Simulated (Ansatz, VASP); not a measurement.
# HfSi in VASP and in Ansatz

Contents of INCAR:

```
PREC = Accurate ; ENCUT = 600
EDIFF = 1E-6 ; ISMEAR = -1
SIGMA = 0.05 ; LREAL = False
LASPH = True ; NELM = 100
ALGO = Normal ; ISIF = 3
LWAVE = False ; LCHARG = False
GGA = PE ; IBRION = 2
NSW = 100 ; EDIFFG = -0.005
```

The input KPOINTS:

```
regular mesh
0
Gamma
  12 12 12
```

File POSCAR:

```
HfSi
1.0
    0.0000000000      3.0778180096      3.0778180096
    3.0778180096      0.0000000000      3.0778180096
    3.0778180096      3.0778180096      0.0000000000
Hf Si
1 1
Direct
    0.0000000000      0.0000000000      0.0000000000
    0.2500000000      0.2500000000      0.2500000000
```

Input for Ansatz:

```yaml
crystal:
  lattice:
    - [0.0, 3.0778180096, 3.0778180096]
    - [3.0778180096, 0.0, 3.0778180096]
    - [3.0778180096, 3.0778180096, 0.0]
  atoms:
    - { symbol: Hf, position: [0.0, 0.0, 0.0] }
    - { symbol: Si, position: [0.25, 0.25, 0.25] }
kpoints:
  mp_grid: { grid: [12, 12, 12] }
scf:
  occupations: { method: fermi_dirac, width: 0.05 }
hamiltonian:
  xc: pbe
  pseudopotentials: { kind: paw }
output:
  forces: true
  stress: true
relax:
  f_tol: 0.005
  max_steps: 80
  cell: {}
```

Alike in both runs: task relaxation of cell and atoms; functional PBE; k mesh 12 × 12 × 12; occupations fermi-dirac, width 0.05 eV; no spin polarisation.

|  | VASP | Ansatz |
| --- | --- | --- |
| version | VASP 6.6.1 | Ansatz 0.2.0 |
| potentials or method | VASP PAW PBE potentials, release 64 (Hf_pv, Si) | PAW with Ansatz's default frozen-core files, scalar-relativistic |
| plane-wave cutoff (eV) | 600 | 420 |
| valence electrons in the cell | 14 | 30 |

VASP gave:

- relaxed volume (Å³/atom): 27.73
- relaxed length of the cell vector where the two differ most in proportion (Å): 4.281

Question: Estimate Ansatz's values.

Answer: Relaxed volume (Å³/atom): 27.79; relaxed length of the cell vector where the two differ most in proportion (Å): 4.284.

VASP's potentials hold 14 valence electrons a cell and Ansatz's 30, so a difference there can come from the potentials and not from the codes.

Neither program's run includes spin-orbit coupling.
